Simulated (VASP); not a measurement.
A run of VASP 6.6.1 is set up as follows.

The input INCAR:

```
SYSTEM = CaPd3
PREC = Accurate
ENCUT = 520
EDIFF = 1E-6
ISMEAR = 0
SIGMA = 0.1
LREAL = .False.
LASPH = .True.
NELM = 100
ALGO = Normal
ISIF = 2
LWAVE = .False.
LCHARG = .True.
GGA = PE
LELF = .True.
LVHAR = .True.
NBANDS = 28
```

File KPOINTS:

```
Automatic mesh
0
Gamma
  6 6 6
  0 0 0
```

POSCAR

```
CaPd3
1.0
   -2.1126798000      2.1126798000      3.9773276000
    2.1126798000     -2.1126798000      3.9773276000
    2.1126798000      2.1126798000     -3.9773276000
Ca Pd
1 3
Direct
    0.0000000000      0.0000000000      0.0000000000
    0.7500000000      0.2500000000      0.5000000000
    0.2500000000      0.7500000000      0.5000000000
    0.5000000000      0.5000000000      0.0000000000
```

Potentials or basis: VASP PAW PBE potentials, release 64 (Ca_sv, Pd).

Command:

```bash
$ cat potpaw_PBE.64/Ca_sv/POTCAR potpaw_PBE.64/Pd/POTCAR > POTCAR
$ mpirun -np 1 vasp_std > vasp.out
```

(1) Predict the band gap on the k mesh.

(2) What does it give for the pressure?

Answers

(1) zero (bands 20 and 21 overlap by 0.37 eV).

(2) 0.1 GPa.
